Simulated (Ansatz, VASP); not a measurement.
# One calculation of Na2Sb, two programs

```xyz
3
Lattice="5.4115 0.0000 0.0000 0.0000 5.4115 0.0000 0.0000 0.0000 3.4569" Properties=species:S:1:pos:R:3 pbc="T T T"
Na    2.7057    0.0000    1.7285
Na    0.0000    2.7057    1.7285
Sb    0.0000    0.0000    0.0000
```

Alike in both runs: functional PBE; k mesh 8 × 8 × 14; occupations gaussian, width 0.1 eV; no spin polarisation.

Ansatz relaxed the structure, and its values are those at the end. VASP's run is a single point on that final structure, the one shown.

|  | VASP | Ansatz |
| --- | --- | --- |
| version | VASP 6.6.1 | Ansatz 0.2.0 |
| potentials or method | VASP PAW PBE potentials, release 64 (Na_pv, Sb), cutoff 520 eV | scalar-relativistic, plane waves, PAW |
| valence electrons in the cell | 19 | 33 |

|  | VASP | Ansatz | Ansatz less VASP |
| --- | --- | --- | --- |
| gap on the k mesh at the Fermi level (eV) | none | none | - |
| pressure (GPa) | 0.0 | 0.0 | -0.03 |

A gap of «none» marks a metal or a gap that the smearing closes. VASP's potentials hold 19 valence electrons a cell and Ansatz's 33, so a difference there can come from the potentials and not from the codes.

Neither program's run includes spin-orbit coupling.
